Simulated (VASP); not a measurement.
Here is a VASP 6.6.1 calculation.

INCAR

```
SYSTEM = HfSi2B2
PREC = Accurate
ENCUT = 600
EDIFF = 1E-6
ISMEAR = 0
SIGMA = 0.1
LREAL = .FALSE.
LASPH = .TRUE.
NELM = 80
ALGO = Normal
ISIF = 3
LWAVE = .FALSE.
LCHARG = .FALSE.
GGA = PE
IBRION = 2
NSW = 100
EDIFFG = -0.01
```

Contents of KPOINTS:

```
Automatic mesh
0
G
  8 8 8
  0 0 0
```

Contents of POSCAR:

```
HfSi2B2
1.0
    5.5614410271      0.0000000000      0.0000000000
    0.0000000000      5.5614410271      0.0000000000
    0.0000000000      0.0000000000      5.5614410271
Hf Si B
2 4 4
Direct
    0.0000000000      0.0000000000      0.0000000000
    0.5000000000      0.5000000000      0.5000000000
    0.7500000000      0.7500000000      0.7500000000
    0.2500000000      0.2500000000      0.7500000000
    0.2500000000      0.7500000000      0.2500000000
    0.7500000000      0.2500000000      0.2500000000
    0.2500000000      0.2500000000      0.2500000000
    0.7500000000      0.7500000000      0.2500000000
    0.7500000000      0.2500000000      0.7500000000
    0.2500000000      0.7500000000      0.7500000000
```

Potentials or basis: VASP PAW PBE potentials, release 64 (Hf_pv, Si, B).

Launch:

```console
$ cat potpaw_PBE.64/Hf_pv/POTCAR potpaw_PBE.64/Si/POTCAR potpaw_PBE.64/B/POTCAR > POTCAR
$ mpirun -np 1 vasp_std > vasp.out
```

What does it give for the space group after relaxing (to 0.05 Å)?

Pn-3m (No. 224).

Predict the band gap on the k mesh.

zero (band 24 reaches 4.29 eV, above the bottom of band 25 at 2.94 eV).

Estimate the relaxed volume.

17.36 Å³/atom.

Final structure:
```xyz
10
Lattice="5.5786 0.0000 0.0000 0.0000 5.5786 0.0000 0.0000 0.0000 5.5786" Properties=species:S:1:pos:R:3 pbc="T T T"
Hf    0.0000    0.0000    0.0000
Hf    2.7893    2.7893    2.7893
Si    4.1839    4.1839    4.1839
Si    1.3946    1.3946    4.1839
Si    1.3946    4.1839    1.3946
Si    4.1839    1.3946    1.3946
B     1.3946    1.3946    1.3946
B     4.1839    4.1839    1.3946
B     4.1839    1.3946    4.1839
B     1.3946    4.1839    4.1839
```

Caveat: spin-orbit coupling is left out, which moves the levels of the heavy elements.
